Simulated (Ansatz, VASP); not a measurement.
## Two plane-wave programs on Sn

```
CELL_PARAMETERS angstrom
-1.72654 1.77555 2.33834
1.72654 -1.77555 2.33834
1.72654 1.77555 -2.33834
ATOMIC_POSITIONS crystal
Sn 0.00000 0.00000 0.00000
```

Alike in both runs: task single point; functional PBE; k mesh 11 × 11 × 11; occupations gaussian, width 0.011 eV; no spin polarisation.

|  | VASP | Ansatz |
| --- | --- | --- |
| version | VASP 6.6.1 | Ansatz 0.2.0 |
| potentials or method | VASP PAW PBE potentials, release 64 (Sn_d) | Ansatz PAW |
| plane-wave cutoff (eV) | 520 | 420 |
| valence electrons in the cell | 14 | 14 |

|  | VASP | Ansatz | Ansatz less VASP |
| --- | --- | --- | --- |
| gap on the k mesh at the Fermi level (eV) | none | none | - |
| pressure (GPa) | -1.1 | -1.0 | +0.04 |
| traceless stress, the component that is largest in VASP (GPa) | -1.24 | -1.24 | +0.006 |

A gap of «none» marks a metal or a gap that the smearing closes.
